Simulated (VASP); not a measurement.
**MgI2: single point with PBE**

Crystal: MgI2.

```xyz
3
Lattice="5.9673 0.0000 0.0000 0.0000 5.9673 0.0000 0.0000 0.0000 5.9673" Properties=species:S:1:pos:R:3 pbc="T T T"
Mg    0.0000    0.0000    0.0000
I     2.9837    0.0000    0.0000
I     0.0000    2.9837    0.0000
```

This cell differs from its parent crystal: atoms taken out.

```yaml
Program: VASP 6.6.1
Task: single point
Functional: PBE
Potentials_or_basis: VASP PAW PBE potentials, release 64 (Mg, I)
Cutoff: 520 eV
k_mesh: 4 × 4 × 4
Occupations: gaussian, width 0.1 eV
Spin: no spin polarisation
Dipole_correction: no
Further_INCAR_settings: ALGO = Normal; EDIFF = 1e-07; NBANDS = 15
```

| Quantity | Value |
| --- | --- |
| Pressure | -1.7 GPa |
| Band gap on the k mesh | 0.14 eV (least direct gap 0.73 eV) |

Stress tensor (GPa, compression positive):
```
-2.66  0.00  0.00
 0.00 -2.66  0.00
 0.00  0.00  0.09
```

Levels at points of the mesh, in eV from the valence-band top:
| k point | band 5 | band 6 | band 7 | band 8 | band 9 | band 10 | band 11 | band 12 |
| --- | --- | --- | --- | --- | --- | --- | --- | --- |
| (0.00, 0.00, 0.00) | -1.50 | -0.79 | -0.59 | -0.59 | 0.14 | 4.18 | 5.18 | 5.81 |
| (0.50, 0.00, 0.00) | -1.17 | -1.14 | -1.11 | -1.06 | 2.40 | 4.29 | 4.83 | 5.29 |
| (0.00, 0.00, 0.50) | -1.72 | -0.90 | -0.59 | -0.59 | 0.28 | 4.19 | 5.76 | 5.76 |
| (0.50, 0.50, 0.00) | -1.30 | -1.10 | -1.10 | -0.01 | 3.45 | 3.87 | 4.17 | 4.17 |
| (0.00, 0.50, 0.50) | -1.35 | -1.27 | -1.11 | -1.04 | 2.61 | 3.44 | 4.99 | 5.99 |
| (0.50, 0.50, 0.50) | -1.29 | -1.24 | -1.24 | 0.00 | 2.63 | 4.31 | 4.32 | 4.32 |

Run time: 100 s on 1 thread of Oxide Virtual Turin-like Processor, on a shared host, peak memory 0.29 GiB.

Caveat: the cell differs from its parent crystal (atoms taken out); semilocal functionals underestimate gaps, and a narrow one can read as zero; spin-orbit coupling is left out, which moves the levels of the heavy elements. A k mesh can miss the band edges.
